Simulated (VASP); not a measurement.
A run of VASP 6.6.1:

Contents of POSCAR:

```
Br
1.0
    1.8700000000      1.8700000000      1.8700000000
   -1.8700000000      1.8700000000      1.8700000000
   -1.8700000000     -1.8700000000      1.8700000000
Br
1
Direct
    0.0000000000      0.0000000000      0.0000000000
```

INCAR.step1

```
SYSTEM = Br
PREC = Accurate ; ENCUT = 600
ISMEAR = -1 ; SIGMA = 0.02
LREAL = .FALSE. ; LASPH = .TRUE.
NELM = 80 ; GGA = PE
ALGO = Normal ; EDIFF = 1E-4
LWAVE = .TRUE. ; LCHARG = .FALSE.
```

The input INCAR.step2:

```
SYSTEM = Br
PREC = Accurate ; ENCUT = 600
EDIFF = 1E-7 ; ISMEAR = -1
SIGMA = 0.02 ; LREAL = .FALSE.
LASPH = .TRUE. ; NELM = 80
ALGO = Normal ; ISIF = 3
LWAVE = .FALSE. ; LCHARG = .FALSE.
METAGGA = R2SCAN ; LMIXTAU = .TRUE.
IBRION = 2 ; NSW = 80
EDIFFG = -0.01 ; ISTART = 1
```

File KPOINTS:

```
regular mesh
0
G
  8 8 8
  0 0 0
```

Potentials or basis: VASP PAW PBE potentials, release 64 (Br).

Launch:

```sh
$ cat potpaw_PBE.64/Br/POTCAR > POTCAR
$ cp INCAR.step1 INCAR
$ mpirun -np 1 vasp_std > vasp.out
$ cp INCAR.step2 INCAR
$ mpirun -np 1 vasp_std > vasp.out
```

Hardware: 1 thread of Intel(R) Xeon(R) Platinum 8488C (Sapphire Rapids), on a shared host.

**Question.** How long does it take, and how much memory?

**Answer.** It took 57 s on 1 thread of Intel(R) Xeon(R) Platinum 8488C (Sapphire Rapids), on a shared host, peak memory 0.17 GiB. Counts: k points 29, ion steps 2.
